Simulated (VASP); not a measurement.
# Fe (Fm-3m) in VASP: notebook

Runs on Fe. Level: PBEsol. Tasks: single point.

All numbers are computed with VASP 6.6.1; they aren't measurements. Logs are shortened: lines on timing, memory, paths and dates and some standing lists are left out, and cuts for length are marked.

## Step 1: The cell of the first run

It takes space group Fm-3m (No. 225, cubic). The conventional cell has a = 3.623 Å, b = 3.623 Å, c = 3.623 Å, α = 90.00°, β = 90.00°, γ = 90.00°. Fe (site symmetry m-3m) has 12 Fe at 2.56 Å within 3.4 Å.

This isn't the form of Fe at room conditions, which is bcc.

## Step 2: Single point, PBEsol, collinear spin, ferromagnetic start

INCAR

```
PREC = Accurate
ENCUT = 520
EDIFF = 1E-6
ISMEAR = 0
SIGMA = 0.1
LREAL = F
LASPH = T
NELM = 150
ALGO = Normal
ISIF = 2
LWAVE = F
LCHARG = F
ISPIN = 2
MAGMOM = 4 4
LORBIT = 11
LMAXMIX = 4
GGA = PS
NBANDS = 19
ISYM = 0
```

KPOINTS

```
Automatic mesh
0
Gamma
  8 10 13
```

POSCAR

```
Fe
1.0
   -1.8113300000     -1.8113300000     -3.6226600000
    1.8113300000     -1.8113300000      0.0000000000
   -1.8113300000     -1.8113300000      0.0000000000
Fe
2
Direct
    0.0000000000      0.0000000000      0.0000000000
    0.5000000000      0.5000000000      0.0000000000
```

Potentials or basis: VASP PAW PBE potentials, release 64 (Fe).

Launch:

```console
> cat potpaw_PBE.64/Fe/POTCAR > POTCAR
> mpirun -np 1 vasp_std > vasp.out
```

OUTCAR:

```text
PREC = Accurate
   ENCUT = 520
   EDIFF = 1E-6
   ISMEAR = 0
   LREAL = F
   LASPH = T
   NELM = 150
   ISIF = 2
   ISPIN = 2
   LORBIT = 11
   GGA = PS
   ISYM = 0

 ion  position               nearest neighbor table
   1  0.000  0.000  0.000-   2 2.56   2 2.56   2 2.56   2 2.56   2 2.56   2 2.56   2 2.56   2 2.56

   2  0.500  0.500  0.000-   1 2.56   1 2.56   1 2.56   1 2.56   1 2.56   1 2.56   1 2.56   1 2.56

IMPORTANT INFORMATION: All symmetrisations will be switched off!
NOSYMM: (Re-)initialisation of all symmetry stuff for point group C_1.

----------------------------------------------------------------------------------------

                                     Primitive cell

  volume of cell :      23.7713

  direct lattice vectors                    reciprocal lattice vectors
    -1.811330000 -1.811330000 -3.622660000     0.000000000  0.000000000 -0.276040258
     1.811330000 -1.811330000  0.000000000     0.276040258 -0.276040258  0.000000000
    -1.811330000 -1.811330000  0.000000000    -0.276040258 -0.276040258  0.276040258

  length of vectors
     4.436834256  2.561607452  2.561607452     0.276040258  0.390379876  0.478115751

  position of ions in fractional coordinates (direct lattice)
     0.000000000  0.000000000  0.000000000
     0.500000000  0.500000000  0.000000000

  ion indices of the primitive-cell ions
   primitive index   ion index
                 1           1
                 2           2

----------------------------------------------------------------------------------------

 KPOINTS: Automatic mesh

Automatic generation of k-mesh.
 Grid dimensions read from file:
 generate k-points for:    8   10   13

 Generating k-lattice:

  Cartesian coordinates                     Fractional coordinates (reciprocal lattice)
     0.000000000  0.000000000 -0.034505032     0.125000000  0.000000000  0.000000000
     0.027604026 -0.027604026  0.000000000     0.000000000  0.100000000  0.000000000
    -0.021233866 -0.021233866  0.021233866     0.000000000  0.000000000  0.076923077

  Length of vectors
     0.034505032  0.039037988  0.036778135

  Shift w.r.t. Gamma in fractional coordinates (k-lattice)
     0.000000000  0.000000000  0.000000000

 -----------------------------------------------------------------------------
|                                                                             |
|           W    W    AA    RRRRR   N    N  II  N    N   GGGG   !!!           |
|           W    W   A  A   R    R  NN   N  II  NN   N  G    G  !!!           |
|           W    W  A    A  R    R  N N  N  II  N N  N  G       !!!           |
[... 91 lines left out ...]
   LORBIT       =     11    0 simple, 1 ext, 2 COOP (PROOUT), +10 PAW based schemes
   GGA     = PS    functional components
   LHFCALC =     F    Hartree Fock is set to
   AEXX    =    0.0000 exact exchange contribution
   IVDW    =     0    specifies the selected vdW correction
   LEPSILON=     F    determine dielectric tensor
   LRPA    =     F    only Hartree local field effects (RPA)
 spin polarized calculation
 Gauss-broadening in eV      SIGMA  =   0.10
  energy-cutoff  :      520.00
  volume of cell :       23.77
 maximum number of plane-waves:       664
 NGX is ok and might be reduce to    36
   NGX = 17   NGY =  9   NGZ =  9

 number of electron      15.9999999 magnetization       5.1539071

 Free energy of the ion-electron system (eV)
  ---------------------------------------------------
  ext. energy  EPLUGINS =         0.00000000
  ---------------------------------------------------
  free energy    TOTEN  =       -17.43036043 eV

  energy without entropy =      -17.41826306  energy(sigma->0) =      -17.42431175

 E-fermi :   5.4044     XC(G=0): -13.0085

 val. band max:        5.4039411675   @ k =   0.1250   0.0000   0.0000
 cond. band min:       5.4084456414   @ k =   0.0000   0.2000   0.0769
 fundamental gap:      0.0045044740
 Fermi energy:         5.4044432706

 spin component 1

 k-point     1 :       0.0000    0.0000    0.0000
  band No.  band energies     occupation
      1      -3.0829      1.00000
      2       0.3870      1.00000
      3       1.0370      1.00000
      4       2.9878      1.00000
      5       2.9887      1.00000
      6       2.9891      1.00000
[... 517 lines left out ...]
     18      26.8648      0.00000
     19      28.8981      0.00000

 [... further k-points ...]

 spin component 2

 k-point     1 :       0.0000    0.0000    0.0000
  band No.  band energies     occupation
      1      -2.7374      1.00000
      2       2.1607      1.00000
      3       2.9529      1.00000
      4       5.3340      0.84052
      5       5.3343      0.83937
      6       5.3399      0.81944
[... 517 lines left out ...]
     18      26.9329      0.00000
     19      29.6256      0.00000

 [... further k-points ...]

------------------------ aborting loop because EDIFF is reached ----------------------------------------

  FORCE on cell =-STRESS in cart. coord.  units (eV):
  Direction    XX          YY          ZZ          XY          YZ          ZX
  --------------------------------------------------------------------------------------
  -------------------------------------------------------------------------------------
  Total       -0.9278419     -0.9278345     -0.9972853     -0.0329542     -0.0103636     -0.0103648
  in kB      -62.5362488    -62.5357532    -67.2167124     -2.2211026     -0.6985005     -0.6985834
  external PRESSURE =     -64.0962382 kB  Pullay stress =       0.0000000 kB

 VOLUME and BASIS-vectors are now :
 -----------------------------------------------------------------------------
  energy-cutoff  :      520.00
  volume of cell :       23.77
      direct lattice vectors                 reciprocal lattice vectors
    -1.811330000 -1.811330000 -3.622660000     0.000000000  0.000000000 -0.276040258
     1.811330000 -1.811330000  0.000000000     0.276040258 -0.276040258  0.000000000
    -1.811330000 -1.811330000  0.000000000    -0.276040258 -0.276040258  0.276040258

 POSITION                                       TOTAL-FORCE (eV/Angst)
 -----------------------------------------------------------------------------------
      0.00000      0.00000      0.00000        -0.000000      0.000000      0.000000
      0.00000     -1.81133     -1.81133         0.000000     -0.000000     -0.000000
 -----------------------------------------------------------------------------------
    total drift:                                0.000000     -0.000000     -0.000000

  FREE ENERGIE OF THE ION-ELECTRON SYSTEM (eV)
  ---------------------------------------------------
  free  energy   TOTEN  =       -17.4303604335 eV

  energy  without entropy=      -17.4182630642  energy(sigma->0) =      -17.42431175

 total charge

# of ion       s       p       d       tot
------------------------------------------
    1        0.481   0.512   6.190   7.183
    2        0.481   0.512   6.190   7.183
--------------------------------------------------
tot          0.961   1.025  12.380  14.366

 magnetization (x)

# of ion       s       p       d       tot
------------------------------------------
    1       -0.017  -0.045   2.625   2.563
    2       -0.017  -0.045   2.625   2.563
--------------------------------------------------
tot         -0.034  -0.090   5.249   5.125
```

Wall time 2.3 min (1 thread of Intel Xeon 6975P-C (Granite Rapids), shared host); peak memory 0.42 GiB.

What came out:

```
Free energy                                           : -17.4304 eV
Pressure                                              : -6.4 GPa
Net moment                                            : 5.15 μB per cell
Site moments                                          : Fe +2.56 μB
Valence electrons inside the program's atomic spheres : Fe 7.18
```

Stress tensor (GPa, compression positive):
```
-6.25 -0.22 -0.07
-0.22 -6.25 -0.07
-0.07 -0.07 -6.72
```

Caveat: the cell stands under tension; the PAW data sets were made with another functional, which shifts forces and pressure a little.

## Step 3: Single point, PBEsol, collinear spin, ferromagnetic start

INCAR

```
PREC = Accurate
ENCUT = 520
EDIFF = 1E-6
ISMEAR = 0
SIGMA = 0.1
LREAL = False
LASPH = True
NELM = 150
ALGO = Normal
ISIF = 2
LWAVE = False
LCHARG = False
ISPIN = 2
MAGMOM = 0.8 0.8
LORBIT = 11
LMAXMIX = 4
GGA = PS
NBANDS = 19
ISYM = 0
```

KPOINTS is that of step 2.

POSCAR is that of step 2.

Potentials or basis: VASP PAW PBE potentials, release 64 (Fe).

Launch:

```console
> cat potpaw_PBE.64/Fe/POTCAR > POTCAR
> mpirun -np 1 vasp_std > vasp.out
```

It took 6.9 min on 1 thread of Intel Xeon Platinum 8559C (Emerald Rapids), shared host; peak memory 0.43 GiB.

It converged, with:

```yaml
Free_energy: -17.4304 eV
Pressure: -6.3 GPa
Net_moment: 5.15 μB per cell
Site_moments: Fe +2.56 μB
Valence_electrons_inside_the_program's_atomic_spheres: Fe 7.18
```

Stress tensor (GPa, compression positive):
```
-6.17 -0.22 -0.07
-0.22 -6.17 -0.07
-0.07 -0.07 -6.64
```

Levels at points of the mesh, in eV from the Fermi level:
Spin up:
```
           k point  band 8  band 9  band 10  band 11  band 12  band 13  band 14  band 15
(0.00, 0.00, 0.00)   -1.39   -0.59    -0.18    -0.18     2.43     9.32    14.10    14.11
(0.50, 0.00, 0.00)   -1.47   -1.47    -1.47    -1.00    -1.00    18.45    18.45    18.45
(0.00, 0.50, 0.00)   -1.88   -1.23    -1.23     1.24     1.24    11.36    11.36    12.59
(0.50, 0.50, 0.00)   -0.46   -0.46    -0.46    -0.21    -0.21     6.09     6.09    20.43
```
Spin down:
```csv
k point,band 4,band 5,band 6,band 7,band 8,band 9
"(0.00, 0.00, 0.00)",-0.07,-0.07,-0.06,1.50,1.50,2.42
"(0.50, 0.00, 0.00)",-1.34,0.43,0.43,0.98,0.98,0.98
"(0.00, 0.50, 0.00)",-1.15,-0.71,-0.71,0.85,0.85,1.29
"(0.50, 0.50, 0.00)",-0.08,-0.07,-0.07,0.06,0.06,2.34
```

Caveat: the cell stands under tension; the PAW data sets were made with another functional, which shifts forces and pressure a little.
